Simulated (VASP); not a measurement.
CuI: relaxation of cell and atoms with LDA

The system is CuI.

```
Cu I
1.0
     0.00000    3.03945    3.03945
     3.03945    0.00000    3.03945
     3.03945    3.03945    0.00000
Cu I
1 1
Direct
  0.25000 0.25000 0.25000
  0.00000 0.00000 0.00000
```

```yaml
Program: VASP 6.6.1
Task: relaxation of cell and atoms
Functional: LDA
Potentials_or_basis: VASP PAW LDA potentials, release 64 (Cu, I)
Cutoff: 600 eV
k_mesh: 6 × 6 × 6
Occupations: fermi-dirac, width 0.02 eV
Spin: no spin polarisation
Dipole_correction: no
Further_INCAR_settings: ALGO = Normal; EDIFF = 1e-07; IBRION = 2; EDIFFG = -0.005; NSW = 80; ISIF = 3
```

| Item | Value |
| --- | --- |
| Relaxed volume | 25.24 Å³/atom |
| Relaxed cell | a = 4.148 Å, b = 4.148 Å, c = 4.148 Å, α = 60.00°, β = 60.00°, γ = 60.00° |
| Space group after relaxing (to 0.1 Å) | F-43m (No. 216) |
| Energy gained by relaxing | 45.0 meV/atom |
| Ionic steps | 15 |
| Pressure after relaxing | 0.0 GPa |
| Band gap on the k mesh | 1.28 eV |

The path:
| step | energy change (eV) | largest force (eV/Å) | pressure (GPa) | volume (Å³) |
| --- | --- | --- | --- | --- |
| 1 | 0.0000 | 0.0000 | -4.54 | 56.16 |
| 2 | -0.0890 | 0.0000 | 0.63 | 49.94 |
| 3 | -0.0900 | 0.0000 | 0.04 | 50.47 |
| 4 | -0.0900 | 0.0000 | -0.11 | 50.58 |
| 5 | -0.0900 | 0.0000 | -0.11 | 50.58 |
| 6 | -0.0900 | 0.0000 | -0.10 | 50.57 |
| 7 | -0.0900 | 0.0000 | -0.08 | 50.57 |
| 8 | -0.0900 | 0.0000 | -0.07 | 50.57 |
| 9 | -0.0900 | 0.0000 | -0.04 | 50.57 |
| 10 | -0.0900 | 0.0000 | -0.10 | 50.57 |
| 11 | -0.0900 | 0.0000 | -0.09 | 50.56 |
| 12 | -0.0900 | 0.0000 | -0.09 | 50.56 |
| 13 | -0.0900 | 0.0000 | -0.07 | 50.55 |
| 14 | -0.0900 | 0.0000 | -0.06 | 50.52 |
| 15 | -0.0900 | 0.0000 | 0.00 | 50.48 |

Final structure:
```
CELL_PARAMETERS angstrom
0.00000 2.93326 2.93326
2.93326 0.00000 2.93326
2.93326 2.93326 0.00000
ATOMIC_POSITIONS crystal
Cu 0.25000 0.25000 0.25000
I 0.00000 0.00000 0.00000
```

Levels at points of the mesh, in eV from the valence-band top:
| k point | band 7 | band 8 | band 9 | band 10 | band 11 | band 12 |
| --- | --- | --- | --- | --- | --- | --- |
| (0.00, 0.00, 0.00) | 0.00 | 0.00 | 0.00 | 1.28 | 4.75 | 4.75 |
| (0.50, 0.00, 0.00) | -2.28 | -0.89 | -0.89 | 2.15 | 5.32 | 5.32 |
| (0.50, 0.50, 0.00) | -2.27 | -1.92 | -1.92 | 2.42 | 2.78 | 9.76 |

Run time: 43 s on 1 thread of Intel(R) Xeon(R) 6975P-C (Granite Rapids), with other jobs on the host, peak memory 0.18 GiB.

Caveat: spin-orbit coupling is left out, which moves the levels of the heavy elements. Zero-point motion and thermal expansion aren't in these numbers.
